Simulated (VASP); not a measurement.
Set up this calculation in VASP 6.6.1, as the native input.

```
Task                   : single point
Functional             : PBEsol
Potentials or basis    : VASP PAW PBE potentials, release 64 (Al, Ga_d, N)
Cutoff                 : 520 eV
k mesh                 : 6 × 8 × 6
Occupations            : gaussian, width 0.05 eV
Spin                   : no spin polarisation
Dipole correction      : no
Further INCAR settings : ALGO = Normal; EDIFF = 1e-07; NBANDS = 41
```

The structure of AlGa3N4 lies in POSCAR:

```
AlGa3N4
1.0
    5.1423512025      0.0000000000      0.0001123911
    0.0000000000      3.1649848011      0.0000000000
   -0.0035856884      0.0000000000      5.0676070777
Al Ga N
1 3 4
Direct
    0.0006034235      0.5000000000      0.6673576246
    0.4991167026      0.5000000000      0.3349195796
    0.4990273840      0.0000000000      0.8315570006
    0.9998617813      0.0000000000      0.1661805284
    0.1196687536      0.5000000000      0.3400974151
    0.1176459797      0.0000000000      0.8263760593
    0.6204436392      0.0000000000      0.1662162869
    0.6312323461      0.5000000000      0.6672965055
```

This cell differs from its parent crystal: strain -0.0750 x Voigt [0, 0, 1, 0, 0, 0].

One way to write it, as run:

INCAR

```
PREC     = Accurate       # precision mode
ENCUT    = 520            # plane-wave cutoff, eV
EDIFF    = 1E-7           # SCF threshold, eV
ISMEAR   = 0              # smearing method
SIGMA    = 0.05           # smearing width, eV
LREAL    = False          # projectors in reciprocal space
LASPH    = True           # aspherical terms in the spheres
NELM     = 100            # most SCF steps
ALGO     = Normal         # electronic algorithm
ISIF     = 2              # what is computed and relaxed
LWAVE    = False          # write WAVECAR
LCHARG   = False          # write CHGCAR
GGA      = PS             # functional
NBANDS   = 41             # bands
```

KPOINTS

```
regular mesh
0
Gamma
  6 8 6
```

Potentials or basis: VASP PAW PBE potentials, release 64 (Al, Ga_d, N).

Launch:

```console
$ cat potpaw_PBE.64/Al/POTCAR potpaw_PBE.64/Ga_d/POTCAR potpaw_PBE.64/N/POTCAR > POTCAR
$ mpirun -np 1 vasp_std > vasp.out
```

It gave:

```
Pressure               : 18.9 GPa
Largest force          : 1.475 eV/Å
Band gap on the k mesh : 2.57 eV, direct
```

Caveat: the cell differs from its parent crystal (strain -0.0750 x Voigt [0, 0, 1, 0, 0, 0]); the PAW data sets were made with another functional, which shifts forces and pressure a little.

Run time: 2.5 min on 1 thread of Intel(R) Xeon(R) 6975P-C (Granite Rapids) (shared host), peak memory 0.37 GiB.
